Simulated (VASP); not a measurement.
# PbSe in VASP: further runs, part 2 of 3

VASP 6.6.1. The steps go on from the part before.

### Step 4. Electric field gradients, PBEsol (volume scaled by 0.94)

INCAR

```
PREC = Accurate ; ENCUT = 520
EDIFF = 1E-8 ; ISMEAR = -1
SIGMA = 0.02 ; LREAL = False
LASPH = True ; NELM = 60
ALGO = Normal ; ISIF = 2
LWAVE = False ; LCHARG = False
GGA = PS ; LEFG = True
NBANDS = 17
```

KPOINTS

```
regular mesh
0
Gamma
  7 7 7
```

POSCAR

```
PbSe
1.0
    0.0000000000      2.9996396028      2.9996396028
    2.9996396028      0.0000000000      2.9996396028
    2.9996396028      2.9996396028      0.0000000000
Pb Se
1 1
Direct
    0.0000000000      0.0000000000      0.0000000000
    0.5000000000      0.5000000000      0.5000000000
```

Potentials or basis: VASP PAW PBE potentials, release 64 (Pb_d, Se).

On the command line:

```
$ cat potpaw_PBE.64/Pb_d/POTCAR potpaw_PBE.64/Se/POTCAR > POTCAR
$ mpirun -np 1 vasp_std > vasp.out
```

OUTCAR:

```text
PREC = Accurate
   ENCUT = 520
   EDIFF = 1E-8
   ISMEAR = -1
   LREAL = False
   LASPH = True
   NELM = 60
   ISIF = 2
   GGA = PS

 ion  position               nearest neighbor table
   1  0.000  0.000  0.000-   2 3.00   2 3.00   2 3.00   2 3.00   2 3.00   2 3.00
   2  0.500  0.500  0.500-   1 3.00   1 3.00   1 3.00   1 3.00   1 3.00   1 3.00

  LATTYP: Found a face centered cubic cell.
 ALAT       =     5.9992792056

  Lattice vectors:

 A1 = (   0.0000000000,   2.9996396028,   2.9996396028)
 A2 = (   2.9996396028,   0.0000000000,   2.9996396028)
 A3 = (   2.9996396028,   2.9996396028,   0.0000000000)

Analysis of symmetry for initial positions (statically):
[... 602 lines left out ...]
  free  energy   TOTEN  =        -8.8945665850 eV

  energy  without entropy=       -8.8945665849  energy(sigma->0) =       -8.89456658

 Electric field gradients (V/A^2)
---------------------------------------------------------------------
 ion       V_xx      V_yy      V_zz      V_xy      V_xz      V_yz
---------------------------------------------------------------------
   1      -0.000    -0.000     0.000    -0.001    -0.001    -0.001
   2       0.000     0.000     0.000    -0.000    -0.000    -0.000
---------------------------------------------------------------------

 Electric field gradients after diagonalization (V/A^2)
 (convention: |V_zz| > |V_xx| > |V_yy|)
----------------------------------------------------------------------
 ion       V_xx      V_yy      V_zz     asymmetry (V_yy - V_xx)/ V_zz
----------------------------------------------------------------------
   1       0.001     0.001    -0.002       0.000
   2       0.000     0.000    -0.000       0.000
----------------------------------------------------------------------

           NMR quadrupolar parameters

 Cq : quadrupolar parameter    Cq=e*Q*V_zz/h
 eta: asymmetry parameters     (V_yy - V_xx)/ V_zz
 Q  : nuclear electric quadrupole moment in mb (millibarn)
----------------------------------------------------------------------
 ion       Cq(MHz)       eta       Q (mb)
----------------------------------------------------------------------
   1      -0.000       0.000       1.000
   2      -0.000       0.000       1.000
----------------------------------------------------------------------
```

stdout:

```text
POSCAR found type information on POSCAR PbSe
 POSCAR found :  2 types and       2 ions
 scaLAPACK will be used
 -----------------------------------------------------------------------------
|                                                                             |
|                                                                             |
|     You enforced a specific xc type in the INCAR file but a different       |
|     I HOPE YOU KNOW WHAT YOU ARE DOING!                                     |
|                                                                             |
 -----------------------------------------------------------------------------

 LDA part: xc-table for (Slater+PW92), standard interpolation
 POSCAR, INCAR and KPOINTS ok, starting setup
 FFT: planning ... GRIDC
 FFT: planning ... GRID_SOFT
 FFT: planning ... GRID
 WAVECAR not read
 entering main loop
ion   1

ion   2
```

It took 15 s on 1 thread of AMD EPYC 7R13, shared host; peak memory 0.18 GiB.

Results:

```
Free energy : -8.8946 eV
Pressure    : 3.0 GPa
```

Caveat: this odd mesh misses L, where the gap lies, so gap, dielectric constants and Born charges aren't listed; without QUAD_EFG the Cq values of the log hold for a quadrupole moment of 1 mb, not for the nuclei; the PAW data sets were made with another functional, which shifts forces and pressure a little; spin-orbit coupling is left out, which moves the levels of the heavy elements.

### Step 5. Electric field gradients, PBEsol (volume scaled by 0.98)

INCAR

```
SYSTEM = PbSe
  PREC = Accurate
  ENCUT = 520
  EDIFF = 1E-8
  ISMEAR = -1
  SIGMA = 0.02
  LREAL = .FALSE.
  LASPH = .TRUE.
  NELM = 100
  ALGO = Normal
  ISIF = 2
  LWAVE = .FALSE.
  LCHARG = .FALSE.
  GGA = PS
  LEFG = .TRUE.
  NBANDS = 17
```

KPOINTS

```
regular mesh
0
G
  7 7 7
  0 0 0
```

POSCAR

```
PbSe
1.0
    0.0000000000      3.0415980385      3.0415980385
    3.0415980385      0.0000000000      3.0415980385
    3.0415980385      3.0415980385      0.0000000000
Pb Se
1 1
Direct
    0.0000000000      0.0000000000      0.0000000000
    0.5000000000      0.5000000000      0.5000000000
```

Potentials or basis: VASP PAW PBE potentials, release 64 (Pb_d, Se).

On the command line:

```
$ cat potpaw_PBE.64/Pb_d/POTCAR potpaw_PBE.64/Se/POTCAR > POTCAR
$ mpirun -np 1 vasp_std > vasp.out
```

OUTCAR:

```text
SYSTEM = PbSe
   PREC = Accurate
   ENCUT = 520
   EDIFF = 1E-8
   ISMEAR = -1
   LREAL = .FALSE.
   LASPH = .TRUE.
   NELM = 100
   ISIF = 2
   GGA = PS

 ion  position               nearest neighbor table
   1  0.000  0.000  0.000-   2 3.04   2 3.04   2 3.04   2 3.04   2 3.04   2 3.04
   2  0.500  0.500  0.500-   1 3.04   1 3.04   1 3.04   1 3.04   1 3.04   1 3.04

  LATTYP: Found a face centered cubic cell.
 ALAT       =     6.0831960770

  Lattice vectors:

 A1 = (   0.0000000000,   3.0415980385,   3.0415980385)
 A2 = (   3.0415980385,   0.0000000000,   3.0415980385)
 A3 = (   3.0415980385,   3.0415980385,   0.0000000000)

Analysis of symmetry for initial positions (statically):
=====================================================================
 Subroutine PRICEL returns:
 Original cell was already a primitive cell.

 Routine SETGRP: Setting up the symmetry group for a
 face centered cubic supercell.

 Subroutine GETGRP returns: Found 48 space group operations
 (whereof 48 operations were pure point group operations)
 out of a pool of 48 trial point group operations.

The static configuration has the point symmetry O_h .

Analysis of symmetry for dynamics (positions and initial velocities):
=====================================================================
 Subroutine PRICEL returns:
 Original cell was already a primitive cell.

 Routine SETGRP: Setting up the symmetry group for a
 face centered cubic supercell.

 Subroutine GETGRP returns: Found 48 space group operations
 (whereof 48 operations were pure point group operations)
 out of a pool of 48 trial point group operations.

[... 151 lines left out ...]
      1     -11.6353      2.00000
      2     -11.6353      2.00000
      3     -11.6353      2.00000
      4     -11.6348      2.00000
      5     -11.6348      2.00000
      6      -8.6266      2.00000
[... 377 lines left out ...]
      4     -11.6140      2.00000
      5     -11.5887      2.00000
      6      -7.1047      2.00000
[... 9 lines left out ...]
     16      16.6975      0.00000
     17      17.2225      0.00000

------------------------ aborting loop because EDIFF is reached ----------------------------------------

  FORCE on cell =-STRESS in cart. coord.  units (eV):
  Direction    XX          YY          ZZ          XY          YZ          ZX
  --------------------------------------------------------------------------------------
  -------------------------------------------------------------------------------------
  Total        0.1579259      0.1579259      0.1579259      0.0000000      0.0000000     -0.0000000
  in kB        4.4960237      4.4960237      4.4960237      0.0000000      0.0000000     -0.0000000
  external PRESSURE =       4.4960237 kB  Pullay stress =       0.0000000 kB

 VOLUME and BASIS-vectors are now :
 -----------------------------------------------------------------------------
  energy-cutoff  :      520.00
  volume of cell :       56.28
      direct lattice vectors                 reciprocal lattice vectors
     0.000000000  3.041598039  3.041598039    -0.164387271  0.164387271  0.164387271
     3.041598039  0.000000000  3.041598039     0.164387271 -0.164387271  0.164387271
     3.041598039  3.041598039  0.000000000     0.164387271  0.164387271 -0.164387271

 POSITION                                       TOTAL-FORCE (eV/Angst)
 -----------------------------------------------------------------------------------
      0.00000      0.00000      0.00000        -0.000000      0.000000      0.000000
      3.04160      3.04160      3.04160         0.000000     -0.000000     -0.000000
 -----------------------------------------------------------------------------------
    total drift:                                0.000000     -0.000000     -0.000000

  FREE ENERGIE OF THE ION-ELECTRON SYSTEM (eV)
  ---------------------------------------------------
  free  energy   TOTEN  =        -8.9192100613 eV

  energy  without entropy=       -8.9192100612  energy(sigma->0) =       -8.91921006

 Electric field gradients (V/A^2)
---------------------------------------------------------------------
 ion       V_xx      V_yy      V_zz      V_xy      V_xz      V_yz
---------------------------------------------------------------------
   1      -0.000    -0.000    -0.000    -0.000    -0.000    -0.000
   2      -0.000    -0.000    -0.000     0.000     0.000     0.000
---------------------------------------------------------------------

 Electric field gradients after diagonalization (V/A^2)
 (convention: |V_zz| > |V_xx| > |V_yy|)
----------------------------------------------------------------------
 ion       V_xx      V_yy      V_zz     asymmetry (V_yy - V_xx)/ V_zz
----------------------------------------------------------------------
   1       0.000     0.000    -0.000       0.000
   2      -0.000    -0.000     0.000       0.000
----------------------------------------------------------------------

           NMR quadrupolar parameters

 Cq : quadrupolar parameter    Cq=e*Q*V_zz/h
 eta: asymmetry parameters     (V_yy - V_xx)/ V_zz
 Q  : nuclear electric quadrupole moment in mb (millibarn)
----------------------------------------------------------------------
 ion       Cq(MHz)       eta       Q (mb)
----------------------------------------------------------------------
   1      -0.000       0.000       1.000
   2       0.000       0.000       1.000
----------------------------------------------------------------------
```

Wall time 18 s (1 thread of AMD EPYC 7R13, shared host); peak memory 0.18 GiB.

Results:

```
Free energy : -8.9192 eV
Pressure    : 0.4 GPa
```

Levels at points of the mesh, in eV from the Fermi level:
| k point | band 6 | band 7 | band 8 | band 9 | band 10 | band 11 | band 12 | band 13 | band 14 | band 15 |
| --- | --- | --- | --- | --- | --- | --- | --- | --- | --- | --- |
| (0.00, 0.00, 0.00) | -13.89 | -6.42 | -2.08 | -2.08 | -2.08 | 4.60 | 4.60 | 4.60 | 6.29 | 6.29 |

Caveat: this odd mesh misses L, where the gap lies, so gap, dielectric constants and Born charges aren't listed; without QUAD_EFG the Cq values of the log hold for a quadrupole moment of 1 mb, not for the nuclei; the PAW data sets were made with another functional, which shifts forces and pressure a little; spin-orbit coupling is left out, which moves the levels of the heavy elements.

(Continued in part 3 of 3.)
